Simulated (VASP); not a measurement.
The system is Co.

```
Co
1.0
     2.47056    0.00000    0.00000
    -1.23528    2.13957    0.00000
     0.00000    0.00000    8.08823
Co
4
Direct
  0.66667 0.33333 0.75000
  0.00000 0.00000 0.50000
  0.33333 0.66667 0.25000
  0.00000 0.00000 0.00000
```

Base run:

```yaml
Program: VASP 6.6.1
Functional: PBEsol
Potentials_or_basis: VASP PAW PBE potentials, release 64 (Co)
Cutoff: 520 eV
k_mesh: 12 × 12 × 4
Occupations: fermi-dirac, width 0.05 eV
Spin: collinear spin, ferrimagnetic start
Starting_moments: "[0.68, -2.21, 1.27, 0.83] μB"
```

Its results: pressure -12.5 GPa.

**Question.** The run is repeated on the same cell with these changes: spin from collinear spin, ferrimagnetic start to no spin polarisation; further incar settings from ALGO = Fast; EDIFF = 1e-06; NBANDS = 30 to ALGO = Normal; EDIFF = 1e-06; NBANDS = 26. What comes out?

**Answer.** Pressure -19.1 GPa.

Caveats: the PAW data sets were made with another functional, which shifts forces and pressure a little.
